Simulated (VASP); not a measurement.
A run of VASP 6.6.1 is set up as follows.

POSCAR

```
P
1.0
    1.6538346590     -5.4984059606      0.0000000000
    1.6538346590      5.4984059606      0.0000000000
    0.0000000000      0.0000000000      4.5468944061
P
4
Direct
    0.0955109276      0.9044890724      0.9118095445
    0.5955109276      0.4044890724      0.5881904555
    0.9044890724      0.0955109276      0.0881904555
    0.4044890724      0.5955109276      0.4118095445
```

The input INCAR.step1:

```
PREC = Accurate
ENCUT = 520
ISMEAR = 1
SIGMA = 0.03
LREAL = False
LASPH = True
NELM = 100
NBANDS = 18
GGA = PE
ALGO = Normal
EDIFF = 1E-4
LWAVE = True
LCHARG = False
```

File INCAR.step2:

```
PREC = Accurate
ENCUT = 520
EDIFF = 1E-6
ISMEAR = 1
SIGMA = 0.03
LREAL = False
LASPH = True
NELM = 100
ALGO = Normal
ISIF = 2
LWAVE = False
LCHARG = False
METAGGA = R2SCAN
LMIXTAU = True
NBANDS = 18
ISTART = 1
```

Contents of KPOINTS:

```
regular mesh
0
Gamma
  10 10 7
```

Potentials or basis: VASP PAW PBE potentials, release 64 (P).

Launch:

```bash
$ cat potpaw_PBE.64/P/POTCAR > POTCAR
$ cp INCAR.step1 INCAR
$ mpirun -np 1 vasp_std > vasp.out
$ cp INCAR.step2 INCAR
$ mpirun -np 1 vasp_std > vasp.out
```

Problem. Estimate the largest force.

Solution. 0.100 eV/Å.

Problem. Estimate the pressure.

Solution. -0.7 GPa.

Problem. Estimate the band gap on the k mesh.

Solution. 0.29 eV.

Stress tensor (GPa, compression positive):
```
-1.06  0.00  0.00
 0.00 -0.31  0.00
 0.00  0.00 -0.69
```

Caveat: the PAW data sets were made with another functional, which shifts forces and pressure a little. A k mesh can miss the band edges.
